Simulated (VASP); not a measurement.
Input of a VASP 6.6.1 run:

INCAR

```
SYSTEM = MgI2
PREC = Accurate
ENCUT = 520
EDIFF = 1E-7
ISMEAR = 0
SIGMA = 0.01
LREAL = .False.
LASPH = .True.
NELM = 100
ALGO = Normal
ISIF = 2
LWAVE = .False.
LCHARG = .False.
GGA = PE
NBANDS = 15
```

Contents of KPOINTS:

```
regular mesh
0
Gamma
  8 8 8
  0 0 0
```

The input POSCAR:

```
MgI2
1.0
    2.0274773920      1.1705646181      7.2554234070
   -2.0274773920      1.1705646181      7.2554234070
    0.0000000000     -2.3411292361      7.2554234070
Mg I
1 2
Direct
   -0.0000100377     -0.0000100377     -0.0000100377
    0.4179194846      0.4179194846      0.4179194846
    0.2487572197      0.2487572197      0.2487572197
```

Potentials or basis: VASP PAW PBE potentials, release 64 (Mg, I).

Launch:

```console
$ cat potpaw_PBE.64/Mg/POTCAR potpaw_PBE.64/I/POTCAR > POTCAR
$ mpirun -np 1 vasp_std > vasp.out
```

Task: What does it give for the largest force?

Result: 0.011 eV/Å.

Task: What does it give for the pressure?

Result: 1.0 GPa.

Stress tensor (GPa, compression positive):
```
0.96 0.00 0.00
0.00 0.96 0.00
0.00 0.00 1.14
```
